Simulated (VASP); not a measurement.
The system is NbTe.

```
Te Nb
1.0
     3.70297    0.00000    0.00000
    -1.85149    3.20687    0.00000
     0.00000    0.00000    3.69421
Te Nb
1 1
Direct
  0.66667 0.33333 0.00000
  0.00000 0.00000 0.50000
```

* Program: VASP 6.6.1
* Task: relaxation of cell and atoms
* Functional: PBEsol
* Potentials or basis: VASP PAW PBE potentials, release 64 (Te, Nb_sv)
* Cutoff: 600 eV
* k mesh: 8 × 8 × 7
* Occupations: fermi-dirac, width 0.05 eV
* Spin: no spin polarisation

At the start: pressure -5.3 GPa; volume 21.93 Å³/atom.

Task: Where does the relaxation end?

Result: Over 12 steps the energy falls by 17.0 meV/atom and the volume is 20.95 Å³/atom (-4.5 %); space group P-6m2 (No. 187, to 0.05 Å).

Step by step:
```tsv
step	energy change (eV)	largest force (eV/Å)	pressure (GPa)	volume (Å³)
1	0.0000	0.0000	-5.31	43.87
2	0.0447	0.0000	10.05	39.41
3	-0.0321	0.0000	-0.10	42.04
4	-0.0321	0.0000	-0.03	42.01
5	-0.0321	0.0000	0.13	41.97
6	-0.0338	0.0000	0.17	41.89
7	-0.0340	0.0000	0.19	41.86
8	-0.0340	0.0000	0.17	41.85
9	-0.0340	0.0000	0.17	41.84
10	-0.0340	0.0000	0.19	41.85
11	-0.0339	0.0000	-0.29	42.00
12	-0.0340	0.0000	0.01	41.90
```

Final structure:
```
CELL_PARAMETERS angstrom
3.62941 0.00000 0.00000
-1.81471 3.14316 0.00000
0.00000 0.00000 3.67264
ATOMIC_POSITIONS crystal
Te 0.66667 0.33333 0.00000
Nb 0.00000 0.00000 0.50000
```

Caveat: the PAW data sets were made with another functional, which shifts forces and pressure a little.
